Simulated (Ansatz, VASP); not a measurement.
## SbP5: VASP beside Ansatz

```xyz
6
Lattice="4.1302 0.0000 0.0000 -2.0651 3.5768 0.0000 0.0000 0.0000 10.4964" Properties=species:S:1:pos:R:3 pbc="T T T"
Sb    0.0000    0.0000    5.2482
P     0.0000    2.3846    0.0000
P     2.0651    1.1923    0.0000
P     0.0000    0.0000    0.0000
P     0.0000    2.3846    5.2482
P     2.0651    1.1923    5.2482
```

Alike in both runs: task relaxation of cell and atoms; functional PBE; k mesh 6 × 6 × 2; occupations gaussian, width 0.1 eV; no spin polarisation.

```csv
,VASP,Ansatz
version,VASP 6.6.1,Ansatz 0.2.0
potentials or method,"VASP PAW PBE potentials, release 64 (Sb, P), cutoff 600 eV","scalar-relativistic, plane waves, PAW"
valence electrons in the cell,30,40
```

Ansatz gave:

```
gap on the k mesh at the Fermi level, each at its own relaxed structure (eV)  : none
relaxed volume (Å³/atom)                                                      : 17.42
relaxed length of the cell vector where the two differ most in proportion (Å) : 5.474
```

Question: What did VASP give for the same quantities?

Answer: gap on the k mesh at the Fermi level, each at its own relaxed structure (eV): none; relaxed volume (Å³/atom): 17.42; relaxed length of the cell vector where the two differ most in proportion (Å): 5.464.

A gap of «none» marks a metal or a gap that the smearing closes. VASP's potentials hold 30 valence electrons a cell and Ansatz's 40, so a difference there can come from the potentials and not from the codes.

Spin-orbit coupling is off throughout. Noted on VASP's run: the volume moved by over 15 % at a fixed basis, so the end points are rough.
